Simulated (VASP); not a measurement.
Input of a VASP 6.6.1 run:

INCAR

```
PREC = Accurate ; ENCUT = 500
EDIFF = 1E-6 ; ISMEAR = 0
SIGMA = 0.02 ; LREAL = F
LASPH = T ; NELM = 120
ALGO = Normal ; ISIF = 2
LWAVE = F ; LCHARG = F
NBANDS = 48 ; GGA_COMPAT = F
```

Contents of KPOINTS:

```
Automatic mesh
0
Gamma
  12 12 2
```

File POSCAR:

```
InSe
1.0
    3.9721321500      0.0000000000      0.0000000000
   -1.9860660750      3.4399673491      0.0000000000
    0.0000000000      0.0000000000     16.2751042124
In Se
4 4
Direct
    0.0000000000      0.0000000000      0.5842353753
    0.0000000000      0.0000000000      0.4157646247
    0.3333333333      0.6666666667      0.9157606525
    0.3333333333      0.6666666667      0.0842393475
    0.6666666667      0.3333333333      0.8378244892
    0.6666666667      0.3333333333      0.1621755108
    0.3333333333      0.6666666667      0.6621025010
    0.3333333333      0.6666666667      0.3378974990
```

Potentials or basis: VASP PAW LDA potentials, release 64 (In_d, Se).

Command:

```bash
$ cat potpaw_LDA.64/In_d/POTCAR potpaw_LDA.64/Se/POTCAR > POTCAR
$ mpirun -np 1 vasp_std > vasp.out
```

(1) What does it give for the band gap on the k mesh?

(2) Predict the largest force.

Results:

(1) 0.20 eV.

(2) 0.030 eV/Å.

Caveat: spin-orbit coupling is left out, which moves the levels of the heavy elements.
